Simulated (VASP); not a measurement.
A run of VASP 6.6.1:

File INCAR:

```
SYSTEM = BaOs
  ALGO = Normal
  EDIFF = 1E-7
  ENCUT = 520
  GGA = PS
  ISIF = 2
  ISMEAR = 0
  LASPH = .True.
  LCHARG = .False.
  LREAL = .False.
  LWAVE = .False.
  NBANDS = 16
  NELM = 80
  PREC = Accurate
  SIGMA = 0.05
```

File KPOINTS:

```
k-points
0
Gamma
  8 8 8
  0 0 0
```

POSCAR

```
BaOs
1.0
    3.7279657443      0.0000000000      0.0000000000
    0.0000000000      3.7279657443      0.0000000000
    0.0000000000      0.0000000000      3.7279657443
Ba Os
1 1
Direct
    0.0000000000      0.0000000000      0.0000000000
    0.5000000000      0.5000000000      0.5000000000
```

Potentials or basis: VASP PAW PBE potentials, release 64 (Ba_sv, Os).

Launch:

```sh
$ cat potpaw_PBE.64/Ba_sv/POTCAR potpaw_PBE.64/Os/POTCAR > POTCAR
$ mpirun -np 1 vasp_std > vasp.out
```

Hardware: 1 thread of Intel(R) Xeon(R) Platinum 8488C (Sapphire Rapids) (shared host).

**Question.** Estimate the wall time of this run.

**Answer.** It took 13 s on 1 thread of Intel(R) Xeon(R) Platinum 8488C (Sapphire Rapids), on a shared host, peak memory 0.18 GiB. Counts: scf iterations 14, k points 35.
